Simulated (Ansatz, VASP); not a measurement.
## Sn in VASP and in Ansatz

File POSCAR:

```
Sn
1.0
    0.0000000000      3.2844597810      3.2844597810
    3.2844597810      0.0000000000      3.2844597810
    3.2844597810      3.2844597810      0.0000000000
Sn
2
Direct
    0.0000000000      0.0000000000      0.0000000000
    0.2500000000      0.2500000000      0.2500000000
```

INCAR.step1

```
SYSTEM = Sn
ALGO = Normal
EDIFF = 1E-5
ENCUT = 520
GGA = PE
ISIF = 2
ISMEAR = -1
LASPH = .True.
LCHARG = .False.
LREAL = .False.
LWAVE = .True.
NBANDS = 21
NELM = 60
PREC = Accurate
SIGMA = 0.02
```

Contents of INCAR.step2:

```
SYSTEM = Sn
ALGO = Normal
EDIFF = 1E-6
ENCUT = 520
GGA = PE
HFSCREEN = 0.2079
ISIF = 2
ISMEAR = -1
ISTART = 1
LASPH = .True.
LCHARG = .False.
LHFCALC = .True.
LREAL = .False.
LWAVE = .False.
NBANDS = 21
NELM = 60
PREC = Accurate
PRECFOCK = Normal
SIGMA = 0.02
```

Contents of KPOINTS:

```
k-points
0
Gamma
  4 4 4
  0 0 0
```

Input for Ansatz:

```yaml
crystal:
  lattice:
    - [0.0, 3.284459781, 3.284459781]
    - [3.284459781, 0.0, 3.284459781]
    - [3.284459781, 3.284459781, 0.0]
  atoms:
    - { symbol: Sn, position: [0.0, 0.0, 0.0] }
    - { symbol: Sn, position: [0.25, 0.25, 0.25] }
kpoints:
  mp_grid: { grid: [4, 4, 4] }
  band_path:
    path:
      - [0.0, 0.0, 0.0]
      - [0.5, 0.0, 0.5]
      - [0.625, 0.25, 0.625]
      - [0.375, 0.375, 0.75]
      - [0.5, 0.5, 0.5]
      - [0.5, 0.25, 0.75]
      - [0.0, 0.0, 0.5]
    npoints: 1
hamiltonian:
  xc: hse06
scf:
  occupations: { method: fermi_dirac, width: 0.02 }
  n_extra_bands: 4
output:
  forces: true
  stress: true
  eigenvalues: true
```

Alike in both runs: task single point; functional HSE06; k mesh 4 × 4 × 4; occupations fermi-dirac, width 0.02 eV; no spin polarisation.

```csv
,VASP,Ansatz
version,VASP 6.6.1,Ansatz 0.2.0
potentials or method,"VASP PAW PBE potentials, release 64 (Sn_d)","plane waves, PAW"
plane-wave cutoff (eV),520,420
valence electrons in the cell,28,28
```

```tsv
	VASP	Ansatz	Ansatz less VASP
pressure (GPa)	0.2	0.2	+0.05
```

With one functional, cell and mesh, what is left measures potentials, basis and numerics. Ansatz's warnings: filled band counts differ across k points, stress exchange threshold loose, stress scf threshold loose.

The k mesh is coarse, so the values compare programs but aren't converged.
